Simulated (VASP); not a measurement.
# Tl (P6_3/mmc) in VASP: further runs

Aim: see how the results for Tl move with the level of theory and the settings. Levels: PBE, PBE0. Tasks: single point.

All numbers are computed with VASP 6.6.1; they aren't measurements. Logs are shortened: lines on timing, memory, paths and dates and some standing lists are left out, and cuts for length are marked.

## Step 1: The cell of the first run

It takes space group P6_3/mmc (No. 194, hexagonal). Conventional cell: a = 3.729 Å, b = 3.729 Å, c = 5.859 Å, α = 90.00°, β = 90.00°, γ = 120.00°. Tl (site symmetry -6m2) has 12 Tl at 3.64 to 3.73 Å within 4.8 Å.

## Step 2: Single point, PBE (35.27 Å³/atom)

File INCAR:

```
ALGO = Normal
EDIFF = 1E-7
ENCUT = 520
GGA = PE
ISIF = 2
ISMEAR = -1
LASPH = True
LCHARG = True
LELF = True
LREAL = False
LVHAR = True
LWAVE = False
NBANDS = 20
NELM = 100
PREC = Accurate
SIGMA = 0.1
```

File KPOINTS:

```
k-points
0
Gamma
  17 17 9
```

File POSCAR:

```
Tl
1.0
    3.7285036870      0.0000000000      0.0000000000
   -1.8642518435      3.2289789110      0.0000000000
    0.0000000000      0.0000000000      5.8591486582
Tl
2
Direct
    0.3333333333      0.6666666667      0.2500000000
    0.6666666667      0.3333333333      0.7500000000
```

Potentials or basis: VASP PAW PBE potentials, release 64 (Tl_d).

Started as:

```
$ cat potpaw_PBE.64/Tl_d/POTCAR > POTCAR
$ mpirun -np 1 vasp_std > vasp.out
```

OUTCAR:

```text
EDIFF = 1E-7
   ENCUT = 520
   GGA = PE
   ISIF = 2
   ISMEAR = -1
   LASPH = True
   LREAL = False
   NELM = 100
   PREC = Accurate

 ion  position               nearest neighbor table
   1  0.333  0.667  0.250-   2 3.64   2 3.64   2 3.64   2 3.64   2 3.64   2 3.64
   2  0.667  0.333  0.750-   1 3.64   1 3.64   1 3.64   1 3.64   1 3.64   1 3.64

  LATTYP: Found a hexagonal cell.
 ALAT       =     3.7285036870
 C/A-ratio  =     1.5714477308

  Lattice vectors:

 A1 = (   3.7285036870,   0.0000000000,   0.0000000000)
 A2 = (  -1.8642518435,   3.2289789110,   0.0000000000)
 A3 = (   0.0000000000,   0.0000000000,   5.8591486582)

Analysis of symmetry for initial positions (statically):
=====================================================================
 Subroutine PRICEL returns:
 Original cell was already a primitive cell.

 Routine SETGRP: Setting up the symmetry group for a
 hexagonal supercell.

 Subroutine GETGRP returns: Found 24 space group operations
 (whereof 12 operations were pure point group operations)
 out of a pool of 24 trial point group operations.

The static configuration has the point symmetry D_3d.
 The point group associated with its full space group is D_6h.

Analysis of symmetry for dynamics (positions and initial velocities):
=====================================================================
 Subroutine PRICEL returns:
 Original cell was already a primitive cell.

 Routine SETGRP: Setting up the symmetry group for a
 hexagonal supercell.

 Subroutine GETGRP returns: Found 24 space group operations
 (whereof 12 operations were pure point group operations)
 out of a pool of 24 trial point group operations.

The dynamic configuration has the point symmetry D_3d.
 The point group associated with its full space group is D_6h.

 Subroutine INISYM returns: Found 24 space group operations
 (whereof 12 operations are pure point group operations),
 and found     1 'primitive' translations

----------------------------------------------------------------------------------------

                                     Primitive cell

  volume of cell :      70.5398

  direct lattice vectors                    reciprocal lattice vectors
     3.728503687  0.000000000  0.000000000     0.268204107  0.154847713  0.000000000
    -1.864251843  3.228978911  0.000000000     0.000000000  0.309695426  0.000000000
     0.000000000  0.000000000  5.859148658     0.000000000  0.000000000  0.170673260

  length of vectors
     3.728503687  3.728503687  5.859148658     0.309695426  0.309695426  0.170673260

  position of ions in fractional coordinates (direct lattice)
     0.333333333  0.666666667  0.250000000
     0.666666667  0.333333333  0.750000000

  ion indices of the primitive-cell ions
   primitive index   ion index
                 1           1
                 2           2

----------------------------------------------------------------------------------------

 KPOINTS: k-points

Automatic generation of k-mesh.
 Grid dimensions read from file:
 generate k-points for:   17   17    9

 Generating k-lattice:

  Cartesian coordinates                     Fractional coordinates (reciprocal lattice)
     0.015776712  0.009108689  0.000000000     0.058823529  0.000000000  0.000000000
     0.000000000  0.018217378  0.000000000     0.000000000  0.058823529  0.000000000
     0.000000000  0.000000000  0.018963696     0.000000000  0.000000000  0.111111111

  Length of vectors
     0.018217378  0.018217378  0.018963696

  Shift w.r.t. Gamma in fractional coordinates (k-lattice)
     0.000000000  0.000000000  0.000000000

 Subroutine IBZKPT returns following result:
 ===========================================

 Found    165 irreducible k-points:

 Following reciprocal coordinates:
            Coordinates               Weight
  0.000000  0.000000  0.000000      1.000000
  0.058824  0.000000  0.000000      6.000000
  0.117647  0.000000  0.000000      6.000000
  0.176471  0.000000  0.000000      6.000000
  0.235294  0.000000  0.000000      6.000000
  0.294118  0.000000  0.000000      6.000000
[... 16 lines left out ...]
  0.411765  0.117647  0.000000     12.000000
  0.176471  0.176471  0.000000      6.000000
 [... further k-points ...]
   k-points           NKPTS =    165   k-points in BZ     NKDIM =    165   number of bands    NBANDS=     20
   number of dos      NEDOS =    301   number of ions     NIONS =      2
   total plane-waves  NPLWV =  37632
   dimension x,y,z NGX =    28 NGY =   28 NGZ =   48
   dimension x,y,z NGXF=    56 NGYF=   56 NGZF=   96
   ions per type =               2
   NGX,Y,Z   is equivalent  to a cutoff of  12.48, 12.48, 13.62 a.u.
   NGXF,Y,Z  is equivalent  to a cutoff of  24.97, 24.97, 27.24 a.u.
 SYSTEM =  unknown system
   PREC   = accura    normal or accurate (medium, high low for compatibility)
   ISTART =      0    job   : 0-new  1-cont  2-samecut
   ICHARG =      2    charge: 1-file 2-atom 10-const
   ISPIN  =      1    spin polarized calculation?
   LNONCOLLINEAR =      F non collinear calculations
   LSORBIT =      F    spin-orbit coupling
   LASPH  =      T    aspherical Exc in radial PAW
   ENCUT  =  520.0 eV  38.22 Ry    6.18 a.u.   6.93  6.93 10.89*2*pi/ulx,y,z
   NELM   =    100;   NELMIN=  2; NELMDL= -5     # of ELM steps
   EDIFF  = 0.1E-06   stopping-criterion for ELM
   LREAL  =      F    real-space projection
   EDIFFG = 0.1E-05   stopping-criterion for IOM
   NSW    =      0    number of steps for IOM
   IBRION =     -1    ionic relax: 0-MD 1-quasi-New 2-CG
   NFREE  =      0    steps in history (QN), initial steepest desc. (CG)
   ISIF   =      2    stress and relaxation
   ISYM   =      2    0-nonsym 1-usesym 2-fastsym
   POTIM  = 0.5000    time-step for ionic-motion
   TEBEG  =    0.0;   TEEND  =   0.0 temperature during run
   PSTRESS=    0.0 pullay stress
   NELECT =      26.0000    total number of electrons
   NUPDOWN=      -1.0000    fix difference up-down
   EMIN   =  10.00;   EMAX   =-10.00  energy-range for DOS
   EFERMI =   0.00;   METHOD = LEGACY
   ISMEAR =    -1;   SIGMA  =   0.10  broadening in eV -4-tet -1-fermi 0-gaus
   EFERMI_NEDOS =   21; number of points for ismear=-14 and -15
   IALGO  =     38    algorithm
   IMIX   =      4    mixing-type and parameters
     AMIX     =   0.40;   BMIX     =  1.00
     AMIX_MAG =   1.60;   BMIX_MAG =  1.00
  volume/ion in A,a.u.               =      35.27       238.01
  Fermi-wavevector in a.u.,A,eV,Ry     =   1.173783  2.218128 18.745654  1.377767
  Thomas-Fermi vector in A             =   2.310191
   LORBIT       =      0    0 simple, 1 ext, 2 COOP (PROOUT), +10 PAW based schemes
   GGA     = PE    functional components
   LHFCALC =     F    Hartree Fock is set to
   AEXX    =    0.0000 exact exchange contribution
   IVDW    =     0    specifies the selected vdW correction
   LEPSILON=     F    determine dielectric tensor
   LRPA    =     F    only Hartree local field effects (RPA)
 non-spin polarized calculation
  energy-cutoff  :      520.00
  volume of cell :       70.54
 maximum number of plane-waves:      1918
 NGX is ok and might be reduce to    28
   NGX = 13   NGY = 13   NGZ = 21

 number of electron      25.9999999 magnetization

 Free energy of the ion-electron system (eV)
  ---------------------------------------------------
  ext. energy  EPLUGINS =         0.00000000
  ---------------------------------------------------
  free energy    TOTEN  =        -4.41024493 eV

  energy without entropy =       -4.37313957  energy(sigma->0) =       -4.39169225

 E-fermi :   4.6420     XC(G=0):  -9.1817

 val. band max:        4.6271814537   @ k =   0.2353   0.0000   0.2222
 cond. band min:       4.6577763416   @ k =   0.4118   0.1765   0.2222
 fundamental gap:      0.0305948879
 Fermi energy:         4.6419916710

 k-point     1 :       0.0000    0.0000    0.0000
  band No.  band energies     occupation
      1      -6.8817      2.00000
      2      -6.7812      2.00000
      3      -6.7812      2.00000
      4      -6.7805      2.00000
      5      -6.7512      2.00000
      6      -6.7512      2.00000
[... 12 lines left out ...]
     19      13.9007      0.00000
     20      14.1622      0.00000

 k-point     2 :       0.0588    0.0000    0.0000
  band No.  band energies     occupation
      1      -6.8768      2.00000
      2      -6.7979      2.00000
      3      -6.7729      2.00000
      4      -6.7616      2.00000
      5      -6.7504      2.00000
      6      -6.7433      2.00000
[... 12 lines left out ...]
     19      14.3406      0.00000
     20      14.4770      0.00000

 k-point     3 :       0.1176    0.0000    0.0000
  band No.  band energies     occupation
      1      -6.8697      2.00000
      2      -6.8088      2.00000
      3      -6.7515      2.00000
      4      -6.7490      2.00000
      5      -6.7449      2.00000
      6      -6.7427      2.00000
[... 12 lines left out ...]
     19      14.0917      0.00000
     20      15.2131      0.00000

 k-point     4 :       0.1765    0.0000    0.0000
  band No.  band energies     occupation
      1      -6.8793      2.00000
      2      -6.8022      2.00000
      3      -6.7654      2.00000
      4      -6.7579      2.00000
      5      -6.7497      2.00000
      6      -6.7126      2.00000
[... 12 lines left out ...]
     19      13.3706      0.00000
     20      15.3292      0.00000

 k-point     5 :       0.2353    0.0000    0.0000
  band No.  band energies     occupation
      1      -6.9029      2.00000
      2      -6.7951      2.00000
      3      -6.7925      2.00000
      4      -6.7752      2.00000
      5      -6.7378      2.00000
      6      -6.6686      2.00000
[... 12 lines left out ...]
     19      12.7635      0.00000
     20      14.7711      0.00000
[... 353 lines left out ...]
      6      -6.6487      2.00000
[... 12 lines left out ...]
     19      12.8998      0.00000
     20      13.4312      0.00000

 k-point    22 :       0.3529    0.1176    0.0000
  band No.  band energies     occupation
      1      -6.9336      2.00000
      2      -6.8921      2.00000
      3      -6.8011      2.00000
      4      -6.7991      2.00000
      5      -6.6775      2.00000
      6      -6.6639      2.00000
[... 12 lines left out ...]
     19      12.6639      0.00000
     20      13.2622      0.00000

 k-point    23 :       0.4118    0.1176    0.0000
  band No.  band energies     occupation
      1      -6.9422      2.00000
      2      -6.9043      2.00000
      3      -6.8036      2.00000
      4      -6.7996      2.00000
      5      -6.6720      2.00000
      6      -6.6656      2.00000
[... 12 lines left out ...]
     19      12.5490      0.00000
     20      13.1774      0.00000

 k-point    24 :       0.1765    0.1765    0.0000
  band No.  band energies     occupation
      1      -6.8496      2.00000
      2      -6.8480      2.00000
      3      -6.8386      2.00000
      4      -6.7838      2.00000
      5      -6.7029      2.00000
      6      -6.6600      2.00000
[... 12 lines left out ...]
     19      13.0180      0.00000
     20      14.7788      0.00000

 [... further k-points ...]

------------------------ aborting loop because EDIFF is reached ----------------------------------------

  FORCE on cell =-STRESS in cart. coord.  units (eV):
  Direction    XX          YY          ZZ          XY          YZ          ZX
  --------------------------------------------------------------------------------------
  -------------------------------------------------------------------------------------
  Total       -0.9689905     -0.9689905     -1.0360226      0.0000000     -0.0000000      0.0000000
  in kB      -22.0087718    -22.0087718    -23.5312786      0.0000000     -0.0000000      0.0000000
  external PRESSURE =     -22.5162741 kB  Pullay stress =       0.0000000 kB

 VOLUME and BASIS-vectors are now :
 -----------------------------------------------------------------------------
  energy-cutoff  :      520.00
  volume of cell :       70.54
      direct lattice vectors                 reciprocal lattice vectors
     3.728503687  0.000000000  0.000000000     0.268204107  0.154847713  0.000000000
    -1.864251843  3.228978911  0.000000000     0.000000000  0.309695426  0.000000000
     0.000000000  0.000000000  5.859148658     0.000000000  0.000000000  0.170673260

 POSITION                                       TOTAL-FORCE (eV/Angst)
 -----------------------------------------------------------------------------------
     -0.00000      2.15265      1.46479         0.000000     -0.000000      0.000000
      1.86425      1.07633      4.39436        -0.000000      0.000000      0.000000
 -----------------------------------------------------------------------------------
    total drift:                               -0.000000      0.000000      0.000000

  FREE ENERGIE OF THE ION-ELECTRON SYSTEM (eV)
  ---------------------------------------------------
  free  energy   TOTEN  =        -4.4102449287 eV

  energy  without entropy=       -4.3731395687  energy(sigma->0) =       -4.39169225
```

Run time: 4.2 min. Hardware: 1 thread of Intel Xeon 8259CL, shared host; peak memory 0.32 GiB.

Results:

```yaml
Free_energy: -4.4102 eV
Pressure: -2.3 GPa
Band_gap_on_the_k_mesh: zero (bands 13 and 14 overlap by 3.60 eV)
```

Caveat: spin-orbit coupling is left out, which moves the levels of the heavy elements.

## Step 3: Single point, PBE0

This run uses another cell than the first one, of 31.49 Å³/atom.

File POSCAR:

```
Tl
1.0
    3.5902820833      0.0000000000      0.0000000000
   -1.7951410417      3.1092754909      0.0000000000
    0.0000000000      0.0000000000      5.6419405441
Tl
2
Direct
    0.3333333333      0.6666666667      0.2500000000
    0.6666666667      0.3333333333      0.7500000000
```

File INCAR.step1:

```
PREC     = Accurate       # precision mode
ENCUT    = 520            # plane-wave cutoff, eV
EDIFF    = 1E-5           # SCF threshold, eV
ISMEAR   = -1             # smearing method
SIGMA    = 0.1            # smearing width, eV
LREAL    = F              # projectors in reciprocal space
LASPH    = T              # aspherical terms in the spheres
NELM     = 80             # most SCF steps
ALGO     = Normal         # electronic algorithm
ISIF     = 2              # what is computed and relaxed
LWAVE    = T              # write WAVECAR
LCHARG   = F              # write CHGCAR
GGA      = PE             # functional
NBANDS   = 20             # bands
```

File INCAR.step2:

```
PREC     = Accurate       # precision mode
ENCUT    = 520            # plane-wave cutoff, eV
EDIFF    = 1E-6           # SCF threshold, eV
ISMEAR   = -1             # smearing method
SIGMA    = 0.1            # smearing width, eV
LREAL    = F              # projectors in reciprocal space
LASPH    = T              # aspherical terms in the spheres
NELM     = 80             # most SCF steps
ALGO     = Normal         # electronic algorithm
ISIF     = 2              # what is computed and relaxed
LWAVE    = F              # write WAVECAR
LCHARG   = F              # write CHGCAR
GGA      = PE             # functional
LHFCALC  = T              # exact exchange
AEXX     = 0.25           # exact-exchange fraction
PRECFOCK = Normal       
ISTART   = 1            
NBANDS   = 20             # bands
```

File KPOINTS:

```
Automatic mesh
0
Gamma
  5 5 3
```

Potentials or basis: VASP PAW PBE potentials, release 64 (Tl_d).

Started as:

```
$ cat potpaw_PBE.64/Tl_d/POTCAR > POTCAR
$ cp INCAR.step1 INCAR
$ mpirun -np 1 vasp_std > vasp.out
$ cp INCAR.step2 INCAR
$ mpirun -np 1 vasp_std > vasp.out
```

Wall time 21 min (1 thread of AMD EPYC 9R45 (Zen 5), shared host); peak memory 0.17 GiB.

Results (log left out):

```yaml
Free_energy: -5.6127 eV
Pressure: -1.3 GPa
Band_gap_on_the_k_mesh: zero (bands 13 and 14 overlap by 2.71 eV)
```

Stress tensor (GPa, compression positive):
```
-2.18  0.00  0.00
 0.00 -2.18  0.00
 0.00  0.00  0.34
```

Levels at points of the mesh, in eV from the Fermi level:
| k point | band 10 | band 11 | band 12 | band 13 | band 14 | band 15 | band 16 | band 17 |
| --- | --- | --- | --- | --- | --- | --- | --- | --- |
| (0.00, 0.00, 0.00) | -13.50 | -11.28 | -6.16 | -3.34 | 8.00 | 8.00 | 10.01 | 10.01 |

Caveat: the k points lie up to 0.40 Å⁻¹ apart, too coarse for converged energies and pressures of a metal; the PAW data sets were made with another functional, which shifts forces and pressure a little; spin-orbit coupling is left out, which moves the levels of the heavy elements.

The gap in the log of VASP goes by the Fermi energy; the results here count the filled bands.